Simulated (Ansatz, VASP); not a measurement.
ZnS in VASP and in Ansatz

```
Zn S
1.0
     3.73823    0.00000    0.00000
    -1.86912    3.23740    0.00000
     0.00000    0.00000    6.11228
Zn S
2 2
Direct
  0.33333 0.66667 0.00559
  0.66667 0.33333 0.50559
  0.33333 0.66667 0.37941
  0.66667 0.33333 0.87941
```

Change from the starting cell: z stretched by -0.5 %, x and y held.

Alike in both runs: task relaxation of the atoms; functional LDA; k mesh 6 × 6 × 4; no spin polarisation.

```csv
,VASP,Ansatz
version,VASP 6.6.1,Ansatz 0.2.0
potentials or method,"VASP PAW LDA potentials, release 64 (Zn, S), cutoff 520 eV","all-electron LAPW, scalar-relativistic"
occupations,"gaussian, width 0.01 eV",fixed
```

Ansatz gave:

```
gap on the k mesh at the Fermi level, each at its own relaxed structure (eV) : 2.23
```

Which values does VASP return?

gap on the k mesh at the Fermi level, each at its own relaxed structure (eV): 2.26.

LDA's correlation is that of Perdew and Zunger in VASP and of Perdew and Wang (1992) in Ansatz. Ansatz ran all-electron here, and VASP with PAW potentials.
